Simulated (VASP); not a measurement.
Write the native input for VASP 6.6.1 that does the following.

| Property | Result |
| --- | --- |
| Task | electric field gradients |
| Functional | PBE |
| Potentials or basis | VASP PAW PBE potentials, release 64 (Co) |
| Cutoff | 520 eV |
| k mesh | 20 × 20 × 12 |
| Occupations | gaussian, width 0.05 eV |
| Spin | collinear spin, ferromagnetic start |
| Starting moments | [1.85, 1.85] μB |
| Dipole correction | no |
| Further INCAR settings | ALGO = Fast; EDIFF = 1e-08; NBANDS = 20 |

The structure of Co lies in POSCAR:

```
Co
1.0
    2.4937131675      0.0000000000      0.0000000000
   -1.2468565838      2.1596189528      0.0000000000
    0.0000000000      0.0000000000      4.0300901878
Co
2
Direct
    0.3333333333      0.6666666667      0.2500000000
    0.6666666667      0.3333333333      0.7500000000
```

These files were run (other wordings do the same):

INCAR

```
ALGO = Fast
EDIFF = 1E-8
ENCUT = 520
GGA = PE
ISIF = 2
ISMEAR = 0
ISPIN = 2
LASPH = True
LCHARG = False
LEFG = True
LMAXMIX = 4
LORBIT = 11
LREAL = False
LWAVE = False
MAGMOM = 1.85 1.85
NBANDS = 20
NELM = 150
PREC = Accurate
SIGMA = 0.05
```

KPOINTS

```
k-points
0
Gamma
  20 20 12
```

Potentials or basis: VASP PAW PBE potentials, release 64 (Co).

Launch:

```sh
$ cat potpaw_PBE.64/Co/POTCAR > POTCAR
$ mpirun -np 1 vasp_std > vasp.out
```

It gave:

- Pressure: -0.7 GPa
- Net moment: 3.20 μB per cell
- Site moments: Co +1.62 μB
- Largest electric field gradient by atom: Co -3.9 V/Å²
- Valence electrons inside the program's atomic spheres: Co 8.27

Caveat: without QUAD_EFG the Cq values of the log hold for a quadrupole moment of 1 mb, not for the nuclei.

Run time: 4.7 min on 1 thread of AMD EPYC 7R13 Processor (Zen 3), on a shared host, peak memory 0.26 GiB.
